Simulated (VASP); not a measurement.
A run of VASP 6.6.1 is set up as follows.

The input POSCAR:

```
MnO
1.0
    0.0000000000      2.2220003300      2.2220003300
    2.2220003300      0.0000000000      2.2220003300
    2.2220003300      2.2220003300      0.0000000000
Mn O
1 1
Direct
    0.0000000000      0.0000000000      0.0000000000
    0.5000000000      0.5000000000      0.5000000000
```

Contents of INCAR.step1:

```
  ALGO = Normal
  EDIFF = 1E-6
  ENCUT = 520
  GGA = PS
  ISIF = 2
  ISMEAR = -1
  ISPIN = 2
  LASPH = T
  LCHARG = T
  LDAU = T
  LDAUJ = 0 0
  LDAUL = 2 -1
  LDAUPRINT = 1
  LDAUTYPE = 2
  LDAUU = 6 0
  LMAXMIX = 4
  LREAL = F
  LWAVE = F
  MAGMOM = 5 0
  NBANDS = 20
  NELM = 150
  PREC = Accurate
  SIGMA = 0.05
```

KPOINTS.step1

```
k-points
0
Gamma
  10 10 10
```

The input INCAR.step2:

```
  ALGO = Normal
  EDIFF = 1E-6
  ENCUT = 520
  GGA = PS
  ICHARG = 11
  ISIF = 2
  ISMEAR = -5
  ISPIN = 2
  LASPH = T
  LCHARG = F
  LDAU = T
  LDAUJ = 0 0
  LDAUL = 2 -1
  LDAUPRINT = 1
  LDAUTYPE = 2
  LDAUU = 6 0
  LMAXMIX = 4
  LORBIT = 10
  LREAL = F
  LWAVE = F
  MAGMOM = 5 0
  NEDOS = 2001
  NELM = 150
  PREC = Accurate
  SIGMA = 0.05
```

File KPOINTS.step2:

```
k-points
0
Gamma
  15 15 15
```

Potentials or basis: VASP PAW PBE potentials, release 64 (Mn_pv, O).

The run is started by

```sh
$ cat potpaw_PBE.64/Mn_pv/POTCAR potpaw_PBE.64/O/POTCAR > POTCAR
$ cp INCAR.step1 INCAR
$ cp KPOINTS.step1 KPOINTS
$ mpirun -np 1 vasp_std > vasp.out
$ cp INCAR.step2 INCAR
$ cp KPOINTS.step2 KPOINTS
$ mpirun -np 1 vasp_std > vasp.out
```

Q: What does it give for the net moment?

A: 5.00 μB per cell.

Q: What does it give for the site moments?

A: Mn +4.67; O +0.11 μB.

Eigenvalues of the final occupation matrices:
```tsv
site	spin	trace	eigenvalues
site 1 d	1	4.80	0.95 0.95 0.95 0.98 0.98
site 1 d	2	0.18	0.02 0.02 0.02 0.06 0.06
```

Caveat: a cell with one magnetic atom can't hold antiferromagnetic order, which such compounds often take. The state reached can hang on the start; a lower one may exist.
